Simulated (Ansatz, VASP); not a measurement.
# GaP in VASP and in Ansatz

```
CELL_PARAMETERS angstrom
0.00000 2.82410 2.60646
2.60646 0.00000 2.60646
2.60646 2.82410 0.00000
ATOMIC_POSITIONS crystal
Ga 0.00000 0.00000 0.00000
P 0.75000 0.75000 0.75000
```

Alike in both runs: task single point; functional PBE; k mesh 10 × 10 × 10; occupations gaussian, width 0.05 eV; no spin polarisation.

```csv
,VASP,Ansatz
version,VASP 6.6.1,Ansatz 0.2.0
potentials or method,"VASP PAW PBE potentials, release 64 (Ga_d, P), cutoff 520 eV","scalar-relativistic, plane waves, PAW"
valence electrons in the cell,18,18
```

VASP gave:

```
gap on the k mesh at the Fermi level (eV)                     : 1.11
least direct gap on the mesh (eV)                             : 2.04
pressure (GPa)                                                : 7.6
traceless stress, the component that is largest in VASP (GPa) : -4.57
```

**Question.** Estimate Ansatz's values.

**Answer.** gap on the k mesh at the Fermi level (eV): 1.11; least direct gap on the mesh (eV): 2.04; pressure (GPa): 7.6; traceless stress, the component that is largest in VASP (GPa): -4.56.
